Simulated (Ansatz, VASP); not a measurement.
## One calculation of Zr, two programs

File INCAR:

```
ALGO = Normal
EDIFF = 1E-7
ENCUT = 520
GGA = PE
ISIF = 2
ISMEAR = -1
LASPH = True
LCHARG = False
LREAL = False
LWAVE = False
NBANDS = 12
NELM = 100
PREC = Accurate
SIGMA = 0.08
```

KPOINTS

```
k-points
0
Gamma
  14 14 14
```

Contents of POSCAR:

```
Zr
1.0
   -1.8100000000      1.8100000000      1.7919000000
    1.8100000000     -1.8100000000      1.7919000000
    1.8100000000      1.8100000000     -1.7919000000
Zr
1
Direct
    0.0000000000      0.0000000000      0.0000000000
```

Input for Ansatz:

```yaml
crystal:
  lattice:
    - [-1.81, 1.81, 1.7919]
    - [1.81, -1.81, 1.7919]
    - [1.81, 1.81, -1.7919]
  atoms:
    - { symbol: Zr, position: [0.0, 0.0, 0.0] }
kpoints:
  mp_grid: { grid: [14, 14, 14] }
  band_path:
    path:
      - [0.0, 0.0, 0.0]
      - [0.0, 0.0, 0.5]
      - [-0.5, 0.5, 0.5]
      - [0.0, 0.0, 0.0]
      - [0.495025, 0.495025, -0.495025]
      - [-0.495025, 0.504975, 0.495025]
      - [-0.5, 0.5, 0.5]
      - [0.0, 0.0, 0.5]
      - [0.25, 0.25, 0.25]
    npoints: 5
scf:
  occupations: { method: fermi_dirac, width: 0.08 }
hamiltonian:
  xc: pbe
  pseudopotentials: { kind: all_electron, lapw: { basis_error: 0.0005 } }
output:
  forces: true
  stress: true
  eigenvalues: true
```

Change from the starting cell: zz strain of -1 %.

Alike in both runs: task single point; functional PBE; k mesh 14 × 14 × 14; occupations fermi-dirac, width 0.08 eV; no spin polarisation.

|  | VASP | Ansatz |
| --- | --- | --- |
| version | VASP 6.6.1 | Ansatz 0.2.0 |
| potentials or method | VASP PAW PBE potentials, release 64 (Zr_sv), cutoff 520 eV | all-electron LAPW, scalar-relativistic |

|  | VASP | Ansatz | Ansatz less VASP |
| --- | --- | --- | --- |
| pressure (GPa) | -2.2 | -2.2 | -0.01 |
| traceless stress, the component that is largest in VASP (GPa) | -0.06 | -0.06 | 0.000 |

Ansatz ran all-electron here, and VASP with PAW potentials.
